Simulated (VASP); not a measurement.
Here is a VASP 6.6.1 calculation.

INCAR

```
PREC     = Accurate       # precision mode
ENCUT    = 520            # plane-wave cutoff, eV
EDIFF    = 1E-6           # SCF threshold, eV
ISMEAR   = 0              # smearing method
SIGMA    = 0.01           # smearing width, eV
LREAL    = False          # projectors in reciprocal space
LASPH    = True           # aspherical terms in the spheres
NELM     = 100            # most SCF steps
ALGO     = Normal         # electronic algorithm
ISIF     = 2              # what is computed and relaxed
LWAVE    = False          # write WAVECAR
LCHARG   = False          # write CHGCAR
GGA      = PS             # functional
NBANDS   = 30             # bands
```

Contents of KPOINTS:

```
Automatic mesh
0
Gamma
  4 4 4
```

POSCAR

```
CsPbCl3
1.0
    5.6250125785      0.0000000000      0.0000000000
    0.0000000000      5.6250125785      0.0000000000
    0.0000000000      0.0000000000      5.6250125785
Cs Pb Cl
1 1 3
Direct
    0.0000000000      0.0000000000      0.0000000000
    0.5000000000      0.5000000000      0.5000000000
    0.5000000000      0.5000000000      0.0000000000
    0.0000000000      0.5000000000      0.5000000000
    0.5000000000      0.0000000000      0.5000000000
```

Potentials or basis: VASP PAW PBE potentials, release 64 (Cs_sv, Pb_d, Cl).

Run with:

```sh
$ cat potpaw_PBE.64/Cs_sv/POTCAR potpaw_PBE.64/Pb_d/POTCAR potpaw_PBE.64/Cl/POTCAR > POTCAR
$ mpirun -np 1 vasp_std > vasp.out
```

Problem. What does it give for the band gap on the k mesh?

Solution. 1.85 eV, direct.

Problem. Predict the pressure.

Solution. 0.0 GPa.

Caveat: the PAW data sets were made with another functional, which shifts forces and pressure a little; spin-orbit coupling is left out, which moves the levels of the heavy elements. A hybrid or GW would open this gap; PBEsol tends to underestimate it.
